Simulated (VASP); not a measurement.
# Nb: relaxation of cell and atoms with LDA

The system is Nb.

```
Nb
1.0
    -1.65882    1.65882    1.65882
     1.65882   -1.65882    1.65882
     1.65882    1.65882   -1.65882
Nb
1
Direct
  0.00000 0.00000 0.00000
```

```
Program                : VASP 6.6.1
Task                   : relaxation of cell and atoms
Functional             : LDA
Potentials or basis    : VASP PAW LDA potentials, release 64 (Nb_sv)
Cutoff                 : 600 eV
k mesh                 : 8 × 8 × 8
Occupations            : gaussian, width 0.1 eV
Spin                   : no spin polarisation
Dipole correction      : no
Further INCAR settings : ALGO = Normal; EDIFF = 1e-07; IBRION = 2; EDIFFG = -0.05; NSW = 100; ISIF = 3
```

```json
{
 "Relaxed volume": "17.25 Å³/atom",
 "Relaxed cell": "a = 2.819 Å, b = 2.819 Å, c = 2.819 Å, α = 109.47°, β = 109.47°, γ = 109.47°",
 "Space group after relaxing (to 0.05 Å)": "Im-3m (No. 229)",
 "Energy gained by relaxing": "36.1 meV/atom",
 "Ionic steps": "3",
 "Pressure after relaxing": "-0.5 GPa"
}
```

Step by step:
```
step  energy change (eV)  largest force (eV/Å)  pressure (GPa)  volume (Å³)
   1              0.0000                0.0000          -10.52        18.26
   2              0.1283                0.0000           30.03        15.27
   3             -0.0361                0.0000           -0.45        17.25
```

Final structure:
```yaml
crystal:
  lattice:
    - [-1.62761, 1.62761, 1.62761]
    - [1.62761, -1.62761, 1.62761]
    - [1.62761, 1.62761, -1.62761]
  atoms:
    - { symbol: Nb, position: [0.00000, 0.00000, 0.00000] }
```

Levels at points of the mesh, in eV from the Fermi level:
```
           k point  band 4  band 5  band 6  band 7  band 8  band 9
(0.00, 0.00, 0.00)  -29.26   -5.86    0.44    0.44    0.44    3.50
(0.50, 0.00, 0.00)  -29.28   -3.79   -1.69    2.71    3.55    4.27
(0.50, 0.50, 0.50)  -30.33   -3.86   -3.86    6.03    6.03    6.03
```

Run time: 24 s on 1 thread of Intel Xeon 8259CL, with other jobs on the host, peak memory 0.14 GiB.
